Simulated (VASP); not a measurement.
# AlN (P1) in VASP: single point with PBEsol

Aim: the single point of AlN with PBEsol.

Everything below comes from runs of VASP 6.6.1. Logs are shortened: lines on timing, memory, paths and dates and some standing lists are left out, and cuts for length are marked.

**1. The cell of the first run**

The typed cell holds 4 atoms: a = 3.111 Å, b = 3.111 Å, c = 4.978 Å, α = 90.00°, β = 90.00°, γ = 120.00°.

**2. Single point, PBEsol (atom 3 (N) moved by (-0.600, +0.300) A along x and y)**

INCAR reads:

```
PREC = Accurate ; ENCUT = 600
EDIFF = 1E-6 ; ISMEAR = 0
SIGMA = 0.05 ; LREAL = F
LASPH = T ; NELM = 120
ALGO = Normal ; ISIF = 2
LWAVE = F ; LCHARG = F
GGA = PS ; NBANDS = 16
GGA_COMPAT = F
```

KPOINTS reads:

```
Automatic mesh
0
Gamma
  12 12 6
```

POSCAR reads:

```
AlN
1.0
    3.1110021516      0.0000000000      0.0000000000
   -1.5555010758      2.6942068945      0.0000000000
    0.0000000000      0.0000000000      4.9780000000
Al N
2 2
Direct
    0.3333333333      0.6666666667      0.0000000000
    0.6666666667      0.3333333333      0.5000000000
    0.1961444474      0.7780166898      0.3850000000
    0.6666666667      0.3333333333      0.8850000000
```

Potentials or basis: VASP PAW PBE potentials, release 64 (Al, N).

Command:

```sh
$ cat potpaw_PBE.64/Al/POTCAR potpaw_PBE.64/N/POTCAR > POTCAR
$ mpirun -np 1 vasp_std > vasp.out
```

OUTCAR:

```text
PREC = Accurate
   ENCUT = 600
   EDIFF = 1E-6
   ISMEAR = 0
   LREAL = F
   LASPH = T
   NELM = 120
   ISIF = 2
   GGA = PS

 ion  position               nearest neighbor table
   1  0.333  0.667  0.000-   4 1.89   4 1.89   4 1.89   3 2.03   2 3.07   2 3.07   2 3.07   2 3.07
                             2 3.07   2 3.07
   2  0.667  0.333  0.500-   3 1.64   3 1.71   4 1.92   3 2.53   1 3.07   1 3.07   1 3.07   1 3.07
                             1 3.07   1 3.07
   3  0.196  0.778  0.385-   2 1.64   2 1.71   1 2.03   2 2.53
   4  0.667  0.333  0.885-   1 1.89   1 1.89   1 1.89   2 1.92

  LATTYP: Found a hexagonal cell.
 ALAT       =     3.1110021516
 C/A-ratio  =     1.6001274694

  Lattice vectors:

 A1 = (   3.1110021516,   0.0000000000,   0.0000000000)
 A2 = (  -1.5555010758,   2.6942068945,   0.0000000000)
 A3 = (   0.0000000000,   0.0000000000,   4.9780000000)

Analysis of symmetry for initial positions (statically):
=====================================================================
 Subroutine PRICEL returns:
 Original cell was already a primitive cell.

 Routine SETGRP: Setting up the symmetry group for a
 hexagonal supercell.

 Subroutine GETGRP returns: Found  1 space group operations
 (whereof  1 operations were pure point group operations)
 out of a pool of 24 trial point group operations.

The static configuration has the point symmetry C_1 .

Analysis of symmetry for dynamics (positions and initial velocities):
=====================================================================
 Subroutine PRICEL returns:
 Original cell was already a primitive cell.

 Routine SETGRP: Setting up the symmetry group for a
 hexagonal supercell.

 Subroutine GETGRP returns: Found  1 space group operations
 (whereof  1 operations were pure point group operations)
 out of a pool of 24 trial point group operations.

The dynamic configuration has the point symmetry C_1 .

 Subroutine INISYM returns: Found  1 space group operations
 (whereof  1 operations are pure point group operations),
 and found     1 'primitive' translations

----------------------------------------------------------------------------------------

                                     Primitive cell

  volume of cell :      41.7240

  direct lattice vectors                    reciprocal lattice vectors
     3.111002152  0.000000000  0.000000000     0.321439829  0.185583372  0.000000000
    -1.555501076  2.694206895  0.000000000     0.000000000  0.371166744  0.000000000
     0.000000000  0.000000000  4.978000000     0.000000000  0.000000000  0.200883889

  length of vectors
     3.111002152  3.111002152  4.978000000     0.371166744  0.371166744  0.200883889

  position of ions in fractional coordinates (direct lattice)
     0.333333333  0.666666667  0.000000000
     0.666666667  0.333333333  0.500000000
     0.196144447  0.778016690  0.385000000
     0.666666667  0.333333333  0.885000000

  ion indices of the primitive-cell ions
   primitive index   ion index
                 1           1
                 2           2
                 3           3
                 4           4

----------------------------------------------------------------------------------------

 KPOINTS: Automatic mesh

Automatic generation of k-mesh.
 Grid dimensions read from file:
 generate k-points for:   12   12    6

 Generating k-lattice:

  Cartesian coordinates                     Fractional coordinates (reciprocal lattice)
     0.026786652  0.015465281  0.000000000     0.083333333  0.000000000  0.000000000
     0.000000000  0.030930562  0.000000000     0.000000000  0.083333333  0.000000000
     0.000000000  0.000000000  0.033480648     0.000000000  0.000000000  0.166666667

  Length of vectors
     0.030930562  0.030930562  0.033480648

  Shift w.r.t. Gamma in fractional coordinates (k-lattice)
     0.000000000  0.000000000  0.000000000

 Subroutine IBZKPT returns following result:
 ===========================================

 Found    436 irreducible k-points:

 Following reciprocal coordinates:
            Coordinates               Weight
  0.000000  0.000000  0.000000      1.000000
  0.083333  0.000000  0.000000      2.000000
  0.000000  0.083333  0.000000      2.000000
 -0.083333  0.083333  0.000000      2.000000
  0.166667 -0.000000  0.000000      2.000000
  0.000000  0.166667  0.000000      2.000000
[... 16 lines left out ...]
  0.166667  0.083333  0.000000      2.000000
 -0.083333  0.250000  0.000000      2.000000
 [... further k-points ...]
   k-points           NKPTS =    436   k-points in BZ     NKDIM =    436   number of bands    NBANDS=     16
   number of dos      NEDOS =    301   number of ions     NIONS =      4
   total plane-waves  NPLWV =  31360
   dimension x,y,z NGX =    28 NGY =   28 NGZ =   40
   dimension x,y,z NGXF=    56 NGYF=   56 NGZF=   80
   ions per type =               2   2
   NGX,Y,Z   is equivalent  to a cutoff of  14.96, 14.96, 13.36 a.u.
   NGXF,Y,Z  is equivalent  to a cutoff of  29.93, 29.93, 26.72 a.u.
 SYSTEM =  unknown system
   PREC   = accura    normal or accurate (medium, high low for compatibility)
   ISTART =      0    job   : 0-new  1-cont  2-samecut
   ICHARG =      2    charge: 1-file 2-atom 10-const
   ISPIN  =      1    spin polarized calculation?
   LNONCOLLINEAR =      F non collinear calculations
   LSORBIT =      F    spin-orbit coupling
   LASPH  =      T    aspherical Exc in radial PAW
   ENCUT  =  600.0 eV  44.10 Ry    6.64 a.u.   6.21  6.21  9.94*2*pi/ulx,y,z
   NELM   =    120;   NELMIN=  2; NELMDL= -5     # of ELM steps
   EDIFF  = 0.1E-05   stopping-criterion for ELM
   LREAL  =      F    real-space projection
   EDIFFG = 0.1E-04   stopping-criterion for IOM
   NSW    =      0    number of steps for IOM
   IBRION =     -1    ionic relax: 0-MD 1-quasi-New 2-CG
   NFREE  =      0    steps in history (QN), initial steepest desc. (CG)
   ISIF   =      2    stress and relaxation
   ISYM   =      2    0-nonsym 1-usesym 2-fastsym
   POTIM  = 0.5000    time-step for ionic-motion
   TEBEG  =    0.0;   TEEND  =   0.0 temperature during run
   PSTRESS=    0.0 pullay stress
   NELECT =      16.0000    total number of electrons
   NUPDOWN=      -1.0000    fix difference up-down
   EMIN   =  10.00;   EMAX   =-10.00  energy-range for DOS
   EFERMI =   0.00;   METHOD = LEGACY
   ISMEAR =     0;   SIGMA  =   0.05  broadening in eV -4-tet -1-fermi 0-gaus
   EFERMI_NEDOS =   21; number of points for ismear=-14 and -15
   IALGO  =     38    algorithm
   IMIX   =      4    mixing-type and parameters
     AMIX     =   0.40;   BMIX     =  1.00
     AMIX_MAG =   1.60;   BMIX_MAG =  1.00
  volume/ion in A,a.u.               =      10.43        70.39
  Fermi-wavevector in a.u.,A,eV,Ry     =   1.189377  2.247596 19.247033  1.414617
  Thomas-Fermi vector in A             =   2.325485
   LORBIT       =      0    0 simple, 1 ext, 2 COOP (PROOUT), +10 PAW based schemes
   GGA     = PS    functional components
   LHFCALC =     F    Hartree Fock is set to
   AEXX    =    0.0000 exact exchange contribution
   IVDW    =     0    specifies the selected vdW correction
   LEPSILON=     F    determine dielectric tensor
   LRPA    =     F    only Hartree local field effects (RPA)
 non-spin polarized calculation
 Gauss-broadening in eV      SIGMA  =   0.05
  energy-cutoff  :      600.00
  volume of cell :       41.72
 maximum number of plane-waves:      1412
 NGX is ok and might be reduce to    28
   NGX = 13   NGY = 13   NGZ = 19

 number of electron      16.0000001 magnetization

 Free energy of the ion-electron system (eV)
  ---------------------------------------------------
  ext. energy  EPLUGINS =         0.00000000
  ---------------------------------------------------
  free energy    TOTEN  =       -29.54644603 eV

  energy without entropy =      -29.54644603  energy(sigma->0) =      -29.54644603

 E-fermi :   7.1843     XC(G=0): -11.1097

 val. band max:        6.9171708559   @ k =   0.0000   0.0000   0.0000
 cond. band min:       9.4094827720   @ k =   0.5000   0.5000   0.0000
 fundamental gap:      2.4923119161
 Fermi energy:         7.1843247233

 k-point     1 :       0.0000    0.0000    0.0000
  band No.  band energies     occupation
      1      -9.1101      2.00000
      2      -6.9216      2.00000
      3       0.0601      2.00000
      4       4.3263      2.00000
      5       5.3849      2.00000
      6       5.7702      2.00000
[... 8 lines left out ...]
     15      19.5197      0.00000
     16      20.2461      0.00000

 k-point     2 :       0.0833    0.0000    0.0000
  band No.  band energies     occupation
      1      -9.0186      2.00000
      2      -6.8713      2.00000
      3       0.1691      2.00000
      4       4.0610      2.00000
      5       5.1360      2.00000
      6       5.5116      2.00000
[... 8 lines left out ...]
     15      19.0451      0.00000
     16      19.8277      0.00000

 k-point     3 :       0.0000    0.0833    0.0000
  band No.  band energies     occupation
      1      -9.0189      2.00000
      2      -6.8711      2.00000
      3       0.1688      2.00000
      4       4.0653      2.00000
      5       5.1348      2.00000
      6       5.5213      2.00000
[... 8 lines left out ...]
     15      19.0369      0.00000
     16      19.8169      0.00000

 k-point     4 :      -0.0833    0.0833    0.0000
  band No.  band energies     occupation
      1      -9.0251      2.00000
      2      -6.8649      2.00000
      3       0.1594      2.00000
      4       4.2527      2.00000
      5       4.8609      2.00000
      6       5.7123      2.00000
[... 8 lines left out ...]
     15      19.4924      0.00000
     16      19.6039      0.00000

 k-point     5 :       0.1667   -0.0000    0.0000
  band No.  band energies     occupation
      1      -8.7512      2.00000
      2      -6.7351      2.00000
      3       0.4916      2.00000
      4       3.3518      2.00000
      5       4.2795      2.00000
      6       5.2053      2.00000
[... 8 lines left out ...]
     15      18.8944      0.00000
     16      20.0258      0.00000

 k-point     6 :       0.0000    0.1667    0.0000
  band No.  band energies     occupation
      1      -8.7522      2.00000
      2      -6.7341      2.00000
      3       0.4904      2.00000
      4       3.3588      2.00000
      5       4.2862      2.00000
      6       5.2237      2.00000
[... 8 lines left out ...]
     15      18.8776      0.00000
     16      20.0976      0.00000

 k-point     7 :      -0.1667    0.1667    0.0000
  band No.  band energies     occupation
      1      -8.7798      2.00000
      2      -6.7047      2.00000
      3       0.4483      2.00000
      4       3.6536      2.00000
      5       4.0719      2.00000
      6       5.1981      2.00000
[... 8 lines left out ...]
     15      18.7352      0.00000
     16      19.6928      0.00000

 k-point     8 :       0.2500   -0.0000    0.0000
  band No.  band energies     occupation
      1      -8.3309      2.00000
      2      -6.5608      2.00000
      3       1.0131      2.00000
      4       2.4376      2.00000
      5       3.2482      2.00000
      6       4.9000      2.00000
[... 8 lines left out ...]
     15      19.2101      0.00000
     16      20.2549      0.00000

 k-point     9 :       0.0000    0.2500    0.0000
  band No.  band energies     occupation
      1      -8.3337      2.00000
      2      -6.5579      2.00000
      3       1.0100      2.00000
      4       2.4359      2.00000
      5       3.2703      2.00000
      6       4.9245      2.00000
[... 8 lines left out ...]
     15      19.2694      0.00000
     16      20.3465      0.00000
[... 172 lines left out ...]
 k-point    19 :       0.5000    0.5000    0.0000
  band No.  band energies     occupation
      1      -7.4421      2.00000
      2      -5.9612      2.00000
      3      -0.0532      2.00000
      4       2.1269      2.00000
      5       2.7955      2.00000
      6       3.3979      2.00000
[... 8 lines left out ...]
     15      20.6587      0.00000
     16      21.1187      0.00000

 k-point    20 :       0.0833    0.0833    0.0000
  band No.  band energies     occupation
      1      -8.8333      2.00000
      2      -6.7838      2.00000
      3       0.3938      2.00000
      4       3.5016      2.00000
      5       4.7065      2.00000
      6       5.1600      2.00000
[... 8 lines left out ...]
     15      18.5076      0.00000
     16      19.3488      0.00000

 k-point    21 :      -0.0833    0.1667    0.0000
  band No.  band energies     occupation
      1      -8.8531      2.00000
      2      -6.7635      2.00000
      3       0.3639      2.00000
      4       3.8754      2.00000
      5       4.2257      2.00000
      6       5.4629      2.00000
[... 8 lines left out ...]
     15      18.6552      0.00000
     16      19.8588      0.00000

 k-point    22 :      -0.1667    0.0833    0.0000
  band No.  band energies     occupation
      1      -8.8524      2.00000
      2      -6.7641      2.00000
      3       0.3648      2.00000
      4       3.8622      2.00000
      5       4.2227      2.00000
      6       5.4523      2.00000
[... 8 lines left out ...]
     15      18.6828      0.00000
     16      19.8515      0.00000

 k-point    23 :       0.1667    0.0833    0.0000
  band No.  band energies     occupation
      1      -8.4831      2.00000
      2      -6.6340      2.00000
      3       0.8261      2.00000
      4       2.7436      2.00000
      5       3.7496      2.00000
      6       4.8344      2.00000
[... 8 lines left out ...]
     15      18.4899      0.00000
     16      19.1700      0.00000

 k-point    24 :      -0.0833    0.2500    0.0000
  band No.  band energies     occupation
      1      -8.5177      2.00000
      2      -6.5961      2.00000
      3       0.7722      2.00000
      4       3.0197      2.00000
      5       3.4155      2.00000
      6       5.0221      2.00000
[... 8 lines left out ...]
     15      19.7354      0.00000
     16      20.4765      0.00000

 [... further k-points ...]
[... 5 lines left out ...]
  --------------------------------------------------------------------------------------
  -------------------------------------------------------------------------------------
  Total        1.8612268      8.0775837      1.0844589      6.2043879     -1.2681318     -0.2363778
  in kB       71.4699930    310.1743642     41.6425703    238.2447696    -48.6954983     -9.0767674
  external PRESSURE =     141.0956425 kB  Pullay stress =       0.0000000 kB

 VOLUME and BASIS-vectors are now :
 -----------------------------------------------------------------------------
  energy-cutoff  :      600.00
  volume of cell :       41.72
      direct lattice vectors                 reciprocal lattice vectors
     3.111002152  0.000000000  0.000000000     0.321439829  0.185583372  0.000000000
    -1.555501076  2.694206895  0.000000000     0.000000000  0.371166744  0.000000000
     0.000000000  0.000000000  4.978000000     0.000000000  0.000000000  0.200883889

 POSITION                                       TOTAL-FORCE (eV/Angst)
 -----------------------------------------------------------------------------------
     -0.00000      1.79614      0.00000        -0.882479      0.450769      0.710867
      1.55550      0.89807      2.48900        -2.650587     -1.146260      3.168277
     -0.60000      2.09614      1.91653         3.666863      0.705666     -3.580589
      1.55550      0.89807      4.40553        -0.133797     -0.010175     -0.298555
 -----------------------------------------------------------------------------------
    total drift:                                0.000913      0.000086     -0.000040

  FREE ENERGIE OF THE ION-ELECTRON SYSTEM (eV)
  ---------------------------------------------------
  free  energy   TOTEN  =       -29.5464460331 eV

  energy  without entropy=      -29.5464460331  energy(sigma->0) =      -29.54644603
```

Run time: 6.9 min. Hardware: 1 thread of AMD EPYC 7R43 (Zen 3), shared host; peak memory 0.37 GiB.

What came out:

* Free energy: -29.5464 eV
* Pressure: 14.1 GPa
* Largest force: 5.173 eV/Å
* Band gap on the k mesh: 2.49 eV, indirect (least direct gap 2.57 eV)

Forces in eV/Å, atoms in the order of the input:
```
Al  -0.882  0.451  0.711
Al  -2.651 -1.146  3.168
N    3.667  0.706 -3.581
N   -0.134 -0.010 -0.299
```

Caveat: the cell differs from its parent crystal (atom 3 (N) moved by (-0.600, +0.300) A along x and y); the PAW data sets were made with another functional, which shifts forces and pressure a little.
